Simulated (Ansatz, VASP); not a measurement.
**HfC: VASP beside Ansatz**

File INCAR:

```
PREC = Accurate
ENCUT = 520
EDIFF = 1E-8
ISMEAR = -1
SIGMA = 0.05
LREAL = False
LASPH = True
NELM = 100
ALGO = Normal
ISIF = 2
LWAVE = False
LCHARG = False
GGA = CA
LEFG = True
NBANDS = 14
```

File KPOINTS:

```
Automatic mesh
0
Gamma
  12 12 12
```

The input POSCAR:

```
HfC
1.0
    0.0232500000      2.3366250000      2.3366250000
    2.3366250000      0.0232500000      2.3366250000
    2.3366250000      2.3366250000      0.0232500000
Hf C
1 1
Direct
    0.5000000000      0.5000000000      0.5000000000
    0.0000000000      0.0000000000      0.0000000000
```

Input for Ansatz:

```yaml
crystal:
  lattice:
    - [0.02325, 2.336625, 2.336625]
    - [2.336625, 0.02325, 2.336625]
    - [2.336625, 2.336625, 0.02325]
  atoms:
    - { symbol: Hf, position: [0.5, 0.5, 0.5] }
    - { symbol: C, position: [0.0, 0.0, 0.0] }
kpoints:
  mp_grid: { grid: [12, 12, 12] }
scf:
  occupations: { method: fermi_dirac, width: 0.05 }
hamiltonian:
  xc: lda
  pseudopotentials: { kind: all_electron, datasets: crystal }
output:
  forces: true
  stress: true
  eigenvalues: true
  efg: { contact_densities: true }
```

Change from the starting cell: equal xy, yz and zx shear strains of +1 %, crystal datasets.

Alike in both runs: task electric field gradients; functional LDA; k mesh 12 × 12 × 12; occupations fermi-dirac, width 0.05 eV; no spin polarisation.

|  | VASP | Ansatz |
| --- | --- | --- |
| version | VASP 6.6.1 | Ansatz 0.2.0 |
| potentials or method | VASP PAW LDA potentials, release 64 (Hf_pv, C), cutoff 520 eV | all-electron PAW with datasets made for the crystal, scalar-relativistic |

Ansatz gave:

* pressure (GPa): -11.8
* traceless stress, the component that is largest in VASP (GPa): -1.75
* size of Vzz on the site where it differs most (V/Å²): 1.3

Q: Which values does VASP return?

A: Pressure (GPa): -11.5; traceless stress, the component that is largest in VASP (GPa): -1.76; size of Vzz on the site where it differs most (V/Å²): 0.7.

LDA's correlation is that of Perdew and Zunger in VASP and of Perdew and Wang (1992) in Ansatz. Ansatz ran all-electron here, and VASP with PAW potentials.

Spin-orbit coupling is off throughout.
